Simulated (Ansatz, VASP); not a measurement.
# One calculation of BN, two programs

```
B N
1.0
     2.67075    0.00000    0.00000
    -1.33537    2.15498    0.00000
     0.00000    0.00000    6.97137
B N
2 2
Direct
  0.34692 0.69385 0.25000
  0.65308 0.30615 0.75000
  0.31625 0.63251 0.75000
  0.68375 0.36749 0.25000
```

Change from the starting cell: normal strain along x +0.0733, normal strain along z +0.0733.

Alike in both runs: functional LDA; k mesh 12 × 12 × 4; occupations gaussian, width 0.05 eV; no spin polarisation.

Ansatz relaxed the structure, and its values are those at the end. VASP's run is a single point on that final structure, the one shown.

|  | VASP | Ansatz |
| --- | --- | --- |
| version | VASP 6.6.1 | Ansatz 0.2.0 |
| potentials or method | VASP PAW LDA potentials, release 64 (B, N), cutoff 520 eV | scalar-relativistic, plane waves, PAW |
| valence electrons in the cell | 16 | 16 |

VASP gave:

- gap on the k mesh at the Fermi level (eV): 3.85
- least direct gap on the mesh (eV): 4.16
- pressure (GPa): -21.1
- rms of the force components (eV/Å): 0.006

Task: Estimate Ansatz's values.

Result: gap on the k mesh at the Fermi level (eV): 3.86; least direct gap on the mesh (eV): 4.17; pressure (GPa): -21.5; rms of the force components (eV/Å): 0.000.

Ansatz warns that its potentials were made for another functional, while VASP's fit it. LDA's correlation is that of Perdew and Zunger in VASP and of Perdew and Wang (1992) in Ansatz. Ansatz's warnings: stress scf threshold loose.
